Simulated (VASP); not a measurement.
# Lu (P6_3/mmc) in VASP: notebook

Lu is run at these levels: PBE; tasks: single point.

Everything below comes from runs of VASP 6.6.1. Logs are shortened: lines on timing, memory, paths and dates and some standing lists are left out, and cuts for length are marked.

### Step 1. The cell of the first run

It takes space group P6_3/mmc (No. 194, hexagonal). Conventional cell: a = 3.363 Å, b = 3.363 Å, c = 5.227 Å, α = 90.00°, β = 90.00°, γ = 120.00°. Lu (site symmetry -6m2) has 12 Lu at 3.26 to 3.36 Å within 4.3 Å.

### Step 2. Single point, PBE (volume scaled by 0.88, then relaxed in part)

Contents of INCAR:

```
PREC = Accurate ; ENCUT = 520
EDIFF = 1E-6 ; ISMEAR = 0
SIGMA = 0.1 ; LREAL = F
LASPH = T ; NELM = 100
ALGO = Fast ; ISIF = 2
LWAVE = F ; LCHARG = F
GGA = PE ; NBANDS = 32
```

Contents of KPOINTS:

```
regular mesh
0
Gamma
  15 15 8
```

Contents of POSCAR:

```
Lu
1.0
    3.3629866661      0.0000000000      0.0000000000
   -1.6814933331      2.9124318854      0.0000000000
    0.0000000000      0.0000000000      5.2265903107
Lu
2
Direct
    0.3333333333      0.6666666667      0.2500000000
    0.6666666667      0.3333333333      0.7500000000
```

Potentials or basis: VASP PAW PBE potentials, release 64 (Lu).

Started as:

```
cat potpaw_PBE.64/Lu/POTCAR > POTCAR
mpirun -np 1 vasp_std > vasp.out
```

OUTCAR:

```text
PREC = Accurate
   ENCUT = 520
   EDIFF = 1E-6
   ISMEAR = 0
   LREAL = F
   LASPH = T
   NELM = 100
   ISIF = 2
   GGA = PE

 ion  position               nearest neighbor table
   1  0.333  0.667  0.250-   2 3.26   2 3.26   2 3.26   2 3.26   2 3.26   2 3.26
   2  0.667  0.333  0.750-   1 3.26   1 3.26   1 3.26   1 3.26   1 3.26   1 3.26

  LATTYP: Found a hexagonal cell.
 ALAT       =     3.3629866661
 C/A-ratio  =     1.5541513629

  Lattice vectors:

 A1 = (   3.3629866661,   0.0000000000,   0.0000000000)
 A2 = (  -1.6814933331,   2.9124318854,   0.0000000000)
 A3 = (   0.0000000000,   0.0000000000,   5.2265903107)

Analysis of symmetry for initial positions (statically):
=====================================================================
 Subroutine PRICEL returns:
 Original cell was already a primitive cell.

 Routine SETGRP: Setting up the symmetry group for a
 hexagonal supercell.

 Subroutine GETGRP returns: Found 24 space group operations
 (whereof 12 operations were pure point group operations)
 out of a pool of 24 trial point group operations.

The static configuration has the point symmetry D_3d.
 The point group associated with its full space group is D_6h.

Analysis of symmetry for dynamics (positions and initial velocities):
=====================================================================
 Subroutine PRICEL returns:
 Original cell was already a primitive cell.

 Routine SETGRP: Setting up the symmetry group for a
 hexagonal supercell.

 Subroutine GETGRP returns: Found 24 space group operations
 (whereof 12 operations were pure point group operations)
 out of a pool of 24 trial point group operations.

The dynamic configuration has the point symmetry D_3d.
 The point group associated with its full space group is D_6h.

 Subroutine INISYM returns: Found 24 space group operations
 (whereof 12 operations are pure point group operations),
 and found     1 'primitive' translations

----------------------------------------------------------------------------------------

                                     Primitive cell

  volume of cell :      51.1917

  direct lattice vectors                    reciprocal lattice vectors
     3.362986666  0.000000000  0.000000000     0.297354732  0.171677835  0.000000000
    -1.681493333  2.912431885  0.000000000     0.000000000  0.343355670  0.000000000
     0.000000000  0.000000000  5.226590311     0.000000000  0.000000000  0.191329326

  length of vectors
     3.362986666  3.362986666  5.226590311     0.343355670  0.343355670  0.191329326

  position of ions in fractional coordinates (direct lattice)
     0.333333333  0.666666667  0.250000000
     0.666666667  0.333333333  0.750000000

  ion indices of the primitive-cell ions
   primitive index   ion index
                 1           1
                 2           2

----------------------------------------------------------------------------------------

 KPOINTS: regular mesh

Automatic generation of k-mesh.
 Grid dimensions read from file:
 generate k-points for:   15   15    8

 Generating k-lattice:

  Cartesian coordinates                     Fractional coordinates (reciprocal lattice)
     0.019823649  0.011445189  0.000000000     0.066666667  0.000000000  0.000000000
     0.000000000  0.022890378  0.000000000     0.000000000  0.066666667  0.000000000
     0.000000000  0.000000000  0.023916166     0.000000000  0.000000000  0.125000000

  Length of vectors
     0.022890378  0.022890378  0.023916166

  Shift w.r.t. Gamma in fractional coordinates (k-lattice)
     0.000000000  0.000000000  0.000000000

 Subroutine IBZKPT returns following result:
 ===========================================

 Found    135 irreducible k-points:

 Following reciprocal coordinates:
            Coordinates               Weight
  0.000000  0.000000  0.000000      1.000000
  0.066667  0.000000  0.000000      6.000000
  0.133333  0.000000  0.000000      6.000000
  0.200000 -0.000000  0.000000      6.000000
  0.266667  0.000000  0.000000      6.000000
  0.333333  0.000000  0.000000      6.000000
[... 16 lines left out ...]
  0.333333  0.200000  0.000000     12.000000
  0.400000  0.200000  0.000000      6.000000
 [... further k-points ...]
   k-points           NKPTS =    135   k-points in BZ     NKDIM =    135   number of bands    NBANDS=     32
   number of dos      NEDOS =    301   number of ions     NIONS =      2
   total plane-waves  NPLWV =  31360
   dimension x,y,z NGX =    28 NGY =   28 NGZ =   40
   dimension x,y,z NGXF=    56 NGYF=   56 NGZF=   80
   ions per type =               2
   NGX,Y,Z   is equivalent  to a cutoff of  13.84, 13.84, 12.72 a.u.
   NGXF,Y,Z  is equivalent  to a cutoff of  27.68, 27.68, 25.45 a.u.
 SYSTEM =  unknown system
   PREC   = accura    normal or accurate (medium, high low for compatibility)
   ISTART =      0    job   : 0-new  1-cont  2-samecut
   ICHARG =      2    charge: 1-file 2-atom 10-const
   ISPIN  =      1    spin polarized calculation?
   LNONCOLLINEAR =      F non collinear calculations
   LSORBIT =      F    spin-orbit coupling
   LASPH  =      T    aspherical Exc in radial PAW
   ENCUT  =  520.0 eV  38.22 Ry    6.18 a.u.   6.25  6.25  9.72*2*pi/ulx,y,z
   NELM   =    100;   NELMIN=  2; NELMDL= -5     # of ELM steps
   EDIFF  = 0.1E-05   stopping-criterion for ELM
   LREAL  =      F    real-space projection
   EDIFFG = 0.1E-04   stopping-criterion for IOM
   NSW    =      0    number of steps for IOM
   IBRION =     -1    ionic relax: 0-MD 1-quasi-New 2-CG
   NFREE  =      0    steps in history (QN), initial steepest desc. (CG)
   ISIF   =      2    stress and relaxation
   ISYM   =      2    0-nonsym 1-usesym 2-fastsym
   POTIM  = 0.5000    time-step for ionic-motion
   TEBEG  =    0.0;   TEEND  =   0.0 temperature during run
   PSTRESS=    0.0 pullay stress
   NELECT =      50.0000    total number of electrons
   NUPDOWN=      -1.0000    fix difference up-down
   EMIN   =  10.00;   EMAX   =-10.00  energy-range for DOS
   EFERMI =   0.00;   METHOD = LEGACY
   ISMEAR =     0;   SIGMA  =   0.10  broadening in eV -4-tet -1-fermi 0-gaus
   EFERMI_NEDOS =   21; number of points for ismear=-14 and -15
   IALGO  =     68    algorithm
   IMIX   =      4    mixing-type and parameters
     AMIX     =   0.40;   BMIX     =  1.00
     AMIX_MAG =   1.60;   BMIX_MAG =  1.00
  volume/ion in A,a.u.               =      25.60       172.73
  Fermi-wavevector in a.u.,A,eV,Ry     =   1.624295  3.069473 35.896738  2.638336
  Thomas-Fermi vector in A             =   2.717606
   LORBIT       =      0    0 simple, 1 ext, 2 COOP (PROOUT), +10 PAW based schemes
   GGA     = PE    functional components
   LHFCALC =     F    Hartree Fock is set to
   AEXX    =    0.0000 exact exchange contribution
   IVDW    =     0    specifies the selected vdW correction
   LEPSILON=     F    determine dielectric tensor
   LRPA    =     F    only Hartree local field effects (RPA)
 non-spin polarized calculation
 RMM-DIIS sequential band-by-band and
 Gauss-broadening in eV      SIGMA  =   0.10
  energy-cutoff  :      520.00
  volume of cell :       51.19
 maximum number of plane-waves:      1411
 NGX is ok and might be reduce to    28
   NGX = 13   NGY = 13   NGZ = 19

 number of electron      49.9999984 magnetization

 Free energy of the ion-electron system (eV)
  ---------------------------------------------------
  ext. energy  EPLUGINS =         0.00000000
  ---------------------------------------------------
  free energy    TOTEN  =        -8.89256429 eV

  energy without entropy =       -8.87892846  energy(sigma->0) =       -8.88574637

 E-fermi :   2.7324     XC(G=0): -11.2996

 val. band max:        2.7288396742   @ k =   0.2000   0.2000   0.3750
 cond. band min:       2.7352819954   @ k =   0.2667   0.0000   0.3750
 fundamental gap:      0.0064423213
 Fermi energy:         2.7323886431

 k-point     1 :       0.0000    0.0000    0.0000
  band No.  band energies     occupation
      1     -53.1824      2.00000
      2     -53.1165      2.00000
      3     -24.3128      2.00000
      4     -23.6505      2.00000
      5     -23.6505      2.00000
      6     -23.5209      2.00000
[... 24 lines left out ...]
     31       6.4625      0.00000
     32       6.4625      0.00000

 k-point     2 :       0.0667    0.0000    0.0000
  band No.  band energies     occupation
      1     -53.1805      2.00000
      2     -53.1159      2.00000
      3     -24.3018      2.00000
      4     -23.6723      2.00000
      5     -23.6581      2.00000
      6     -23.5443      2.00000
[... 24 lines left out ...]
     31       6.2791      0.00000
     32       6.3311      0.00000

 k-point     3 :       0.1333    0.0000    0.0000
  band No.  band energies     occupation
      1     -53.1751      2.00000
      2     -53.1143      2.00000
      3     -24.2700      2.00000
      4     -23.7342      2.00000
      5     -23.6792      2.00000
      6     -23.6091      2.00000
[... 24 lines left out ...]
     31       6.2373      0.00000
     32       6.3511      0.00000

 k-point     4 :       0.2000   -0.0000    0.0000
  band No.  band energies     occupation
      1     -53.1670      2.00000
      2     -53.1121      2.00000
      3     -24.2200      2.00000
      4     -23.8256      2.00000
      5     -23.7091      2.00000
      6     -23.7015      2.00000
[... 24 lines left out ...]
     31       6.7154      0.00000
     32       6.8856      0.00000

 k-point     5 :       0.2667    0.0000    0.0000
  band No.  band energies     occupation
      1     -53.1571      2.00000
      2     -53.1102      2.00000
      3     -24.1563      2.00000
      4     -23.9309      2.00000
      5     -23.8032      2.00000
      6     -23.7422      2.00000
[... 584 lines left out ...]
     31       7.9980      0.00000
     32       9.0716      0.00000

 k-point    22 :       0.2667    0.2000    0.0000
  band No.  band energies     occupation
      1     -53.1357      2.00000
      2     -53.1093      2.00000
      3     -24.0443      2.00000
      4     -23.9993      2.00000
      5     -23.9766      2.00000
      6     -23.8166      2.00000
[... 24 lines left out ...]
     31       8.5272      0.00000
     32       9.9403      0.00000

 k-point    23 :       0.3333    0.2000    0.0000
  band No.  band energies     occupation
      1     -53.1285      2.00000
      2     -53.1108      2.00000
      3     -24.0914      2.00000
      4     -23.9737      2.00000
      5     -23.9374      2.00000
      6     -23.8690      2.00000
[... 24 lines left out ...]
     31       8.8481      0.00000
     32      10.0046      0.00000

 k-point    24 :       0.4000    0.2000    0.0000
  band No.  band energies     occupation
      1     -53.1253      2.00000
      2     -53.1119      2.00000
      3     -24.1077      2.00000
      4     -23.9643      2.00000
      5     -23.9073      2.00000
      6     -23.8964      2.00000
[... 24 lines left out ...]
     31       8.9476      0.00000
     32       9.8910      0.00000

 [... further k-points ...]
[... 5 lines left out ...]
  --------------------------------------------------------------------------------------
  -------------------------------------------------------------------------------------
  Total        2.3071319      2.3071319      2.3161705     -0.0000000     -0.0000000     -0.0000000
  in kB       72.2077190     72.2077190     72.4906040     -0.0000000     -0.0000000     -0.0000000
  external PRESSURE =      72.3020140 kB  Pullay stress =       0.0000000 kB

 VOLUME and BASIS-vectors are now :
 -----------------------------------------------------------------------------
  energy-cutoff  :      520.00
  volume of cell :       51.19
      direct lattice vectors                 reciprocal lattice vectors
     3.362986666  0.000000000  0.000000000     0.297354732  0.171677835  0.000000000
    -1.681493333  2.912431885  0.000000000     0.000000000  0.343355670  0.000000000
     0.000000000  0.000000000  5.226590311     0.000000000  0.000000000  0.191329326

 POSITION                                       TOTAL-FORCE (eV/Angst)
 -----------------------------------------------------------------------------------
     -0.00000      1.94162      1.30665        -0.000000      0.000000      0.000000
      1.68149      0.97081      3.91994         0.000000      0.000000      0.000000
 -----------------------------------------------------------------------------------
    total drift:                                0.000000     -0.000000      0.000000

  FREE ENERGIE OF THE ION-ELECTRON SYSTEM (eV)
  ---------------------------------------------------
  free  energy   TOTEN  =        -8.8925642876 eV

  energy  without entropy=       -8.8789284609  energy(sigma->0) =       -8.88574637
```

It took 5.2 min on 1 thread of Intel Xeon 6975P-C (Granite Rapids), shared host; peak memory 0.33 GiB.

What came out:

```yaml
Free_energy: -8.8926 eV
Pressure: 7.2 GPa
Band_gap_on_the_k_mesh: zero (band 25 reaches 4.05 eV, above the bottom of band 26 at 2.08 eV)
```

Caveat: spin-orbit coupling is left out, which moves the levels of the heavy elements.

### Step 3. Single point, PBE (volume scaled by 0.91, then relaxed in part)

Contents of INCAR:

```
SYSTEM = Lu
ALGO = Fast
EDIFF = 1E-6
ENCUT = 520
GGA = PE
ISIF = 2
ISMEAR = 0
LASPH = .True.
LCHARG = .True.
LELF = .True.
LREAL = .False.
LVHAR = .True.
LWAVE = .False.
NBANDS = 32
NELM = 100
PREC = Accurate
SIGMA = 0.1
```

Contents of KPOINTS:

```
k-points
0
Gamma
  15 15 8
  0 0 0
```

Contents of POSCAR:

```
Lu
1.0
    3.3985282900      0.0000000000      0.0000000000
   -1.6992641450      2.9432118346      0.0000000000
    0.0000000000      0.0000000000      5.2923150669
Lu
2
Direct
    0.3333333333      0.6666666667      0.2500000000
    0.6666666667      0.3333333333      0.7500000000
```

Potentials or basis: VASP PAW PBE potentials, release 64 (Lu).

Started as:

```
cat potpaw_PBE.64/Lu/POTCAR > POTCAR
mpirun -np 1 vasp_std > vasp.out
```

Run time: 4.6 min. Hardware: 1 thread of Intel Xeon 6975P-C (Granite Rapids), shared host; peak memory 0.34 GiB.

Results (log left out):

| Property | Result |
| --- | --- |
| Free energy | -8.9636 eV |
| Pressure | 5.3 GPa |
| Band gap on the k mesh | zero (band 25 reaches 3.88 eV, above the bottom of band 26 at 1.94 eV) |

Stress tensor (GPa, compression positive):
```
5.30 0.00 0.00
0.00 5.30 0.00
0.00 0.00 5.18
```

Levels at points of the mesh, in eV from the Fermi level:
| k point | band 21 | band 22 | band 23 | band 24 | band 25 | band 26 | band 27 | band 28 | band 29 | band 30 |
| --- | --- | --- | --- | --- | --- | --- | --- | --- | --- | --- |
| (0.00, 0.00, 0.00) | -4.70 | -4.67 | -4.67 | -2.55 | 1.03 | 2.27 | 2.27 | 2.78 | 3.11 | 3.11 |
| (0.00, 0.00, 0.50) | -4.67 | -4.67 | -4.42 | -4.42 | 1.29 | 1.29 | 2.16 | 2.16 | 2.16 | 2.16 |

Caveat: spin-orbit coupling is left out, which moves the levels of the heavy elements.

### Step 4. Single point, PBE (volume scaled by 0.94, then relaxed in part)

Contents of INCAR:

```
PREC = Accurate ; ENCUT = 520
EDIFF = 1E-6 ; ISMEAR = 0
SIGMA = 0.1 ; LREAL = False
LASPH = True ; NELM = 60
ALGO = Fast ; ISIF = 2
LWAVE = False ; LCHARG = False
GGA = PE ; NBANDS = 32
```

Contents of KPOINTS:

```
regular mesh
0
Gamma
  15 15 8
```

Contents of POSCAR:

```
Lu
1.0
    3.4354717092      0.0000000000      0.0000000000
   -1.7177358546      2.9752057742      0.0000000000
    0.0000000000      0.0000000000      5.3498447378
Lu
2
Direct
    0.3333333333      0.6666666667      0.2500000000
    0.6666666667      0.3333333333      0.7500000000
```

Started as:

```
cat potpaw_PBE.64/Lu/POTCAR > POTCAR
mpirun -np 1 vasp_std > vasp.out
```

Wall time 4 min (1 thread of Intel Xeon 6975P-C (Granite Rapids), shared host); peak memory 0.32 GiB.

The run converged. Its results:

* Free energy: -9.0117 eV
* Pressure: 2.9 GPa
* Band gap on the k mesh: zero (band 25 reaches 3.74 eV, above the bottom of band 26 at 1.81 eV)

Stress tensor (GPa, compression positive):
```
2.94 0.00 0.00
0.00 2.94 0.00
0.00 0.00 2.85
```

Levels at points of the mesh, in eV from the Fermi level:
| k point | band 22 | band 23 | band 24 | band 25 | band 26 | band 27 | band 28 | band 29 |
| --- | --- | --- | --- | --- | --- | --- | --- | --- |
| (0.00, 0.00, 0.00) | -4.73 | -4.73 | -2.49 | 0.91 | 2.25 | 2.25 | 2.74 | 3.05 |
| (0.00, 0.00, 0.50) | -4.73 | -4.40 | -4.40 | 1.27 | 1.27 | 2.14 | 2.14 | 2.14 |

Caveat: spin-orbit coupling is left out, which moves the levels of the heavy elements.

(Part 1 of 2 ends here.)
